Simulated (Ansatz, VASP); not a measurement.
## SiC in VASP and in Ansatz

```xyz
2
Lattice="0.0000 2.1899 2.1899 2.1899 0.0000 2.1899 2.1899 2.1899 0.0000" Properties=species:S:1:pos:R:3 pbc="T T T"
Si    0.0000    0.0000    0.0000
C     1.0949    1.0949    1.0949
```

Alike in both runs: functional PBE; k mesh 13 × 13 × 13; occupations fermi-dirac, width 0.02 eV; no spin polarisation.

Ansatz relaxed the structure, and its values are those at the end. VASP's run is a single point on that final structure, the one shown.

|  | VASP | Ansatz |
| --- | --- | --- |
| version | VASP 6.6.1 | Ansatz 0.2.0 |
| potentials or method | VASP PAW PBE potentials, release 64 (Si, C) | PAW with Ansatz's default frozen-core files, scalar-relativistic |
| plane-wave cutoff (eV) | 520 | 420 |
| valence electrons in the cell | 8 | 8 |

```tsv
	VASP	Ansatz	Ansatz less VASP
pressure (GPa)	0.0	0.0	+0.05
```

With one functional, cell and mesh, what is left measures potentials, basis and numerics.
